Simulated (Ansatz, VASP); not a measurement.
## Two plane-wave programs on BaTiO3

```
Ba Ti O
1.0
     2.98925    1.72584    2.45179
    -2.98925    1.72584    2.45179
     0.00000   -3.45169    2.45179
Ba Ti O
1 1 3
Direct
  0.01393 0.01393 0.01393
  0.52679 0.52679 0.52679
  0.48411 0.96215 0.48411
  0.48411 0.48411 0.96215
  0.96215 0.48411 0.48411
```

Change from the starting cell: equal strain along all axes, cell held, atoms relaxed: +4.5 %.

Alike in both runs: functional PBE; k mesh 6 × 6 × 6; occupations gaussian, width 0.02 eV; no spin polarisation; Hubbard terms Ti d U = 4.0 eV.

Ansatz relaxed the structure, and its values are those at the end. VASP's run is a single point on that final structure, the one shown.

|  | VASP | Ansatz |
| --- | --- | --- |
| version | VASP 6.6.1 | Ansatz 0.2.0 |
| potentials or method | VASP PAW PBE potentials, release 64 (Ba_sv, Ti_sv, O), cutoff 520 eV | scalar-relativistic, plane waves, PAW |
| valence electrons in the cell | 40 | 40 |

VASP gave:

| Quantity | Value |
| --- | --- |
| gap on the k mesh at the Fermi level (eV) | 3.20 |
| least direct gap on the mesh (eV) | 3.80 |
| pressure (GPa) | -5.7 |
| rms of the force components (eV/Å) | 0.334 |

Task: Estimate Ansatz's values.

Result: gap on the k mesh at the Fermi level (eV): 3.18; least direct gap on the mesh (eV): 3.77; pressure (GPa): -8.3; rms of the force components (eV/Å): 0.000.

The programs project onto different local orbitals, so the same U acts differently, and such runs can settle in different states. Ansatz's warnings: stress scf threshold loose.

Neither program's run includes spin-orbit coupling.
